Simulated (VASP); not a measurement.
# ZrH3: single point with r2SCAN

The system is ZrH3.

```
Zr H
1.0
     3.14292    0.00000    0.00000
     0.00000    3.14292    0.00000
     0.00000    0.00000    3.14292
Zr H
1 3
Direct
  0.00000 0.00000 0.00000
  0.00000 0.50000 0.50000
  0.50000 0.00000 0.50000
  0.50000 0.50000 0.00000
```

```
Program             : VASP 6.6.1
Task                : single point
Functional          : r2SCAN
Potentials or basis : VASP PAW PBE potentials, release 64 (Zr_sv, H)
Cutoff              : 520 eV
k mesh              : 14 × 14 × 14
Occupations         : gaussian, width 0.1 eV
Spin                : no spin polarisation
```

| Quantity | Value |
| --- | --- |
| Pressure | -3.9 GPa |
| Band gap on the k mesh | zero (an odd number of electrons rules out a gap without spin polarisation) |

Levels at points of the mesh, in eV from the Fermi level:
| k point | band 3 | band 4 | band 5 | band 6 | band 7 | band 8 | band 9 | band 10 | band 11 | band 12 |
| --- | --- | --- | --- | --- | --- | --- | --- | --- | --- | --- |
| (0.00, 0.00, 0.00) | -28.18 | -28.18 | -10.59 | -4.48 | -4.48 | 3.93 | 3.93 | 3.93 | 5.76 | 5.76 |
| (0.50, 0.00, 0.00) | -28.11 | -28.11 | -6.98 | -6.72 | -1.62 | -0.28 | 1.12 | 1.12 | 4.18 | 5.73 |
| (0.50, 0.50, 0.00) | -28.79 | -28.05 | -7.06 | -3.84 | -3.84 | -1.68 | 1.72 | 1.72 | 5.28 | 8.34 |
| (0.50, 0.50, 0.50) | -28.68 | -28.68 | -6.13 | -6.13 | -6.13 | 4.14 | 5.49 | 5.49 | 6.18 | 6.18 |

Wall time 2.7 min on 1 thread of Oxide Virtual Turin-like Processor (shared host), peak memory 0.15 GiB.

Caveat: the cell stands under tension; the PAW data sets were made with another functional, which shifts forces and pressure a little.
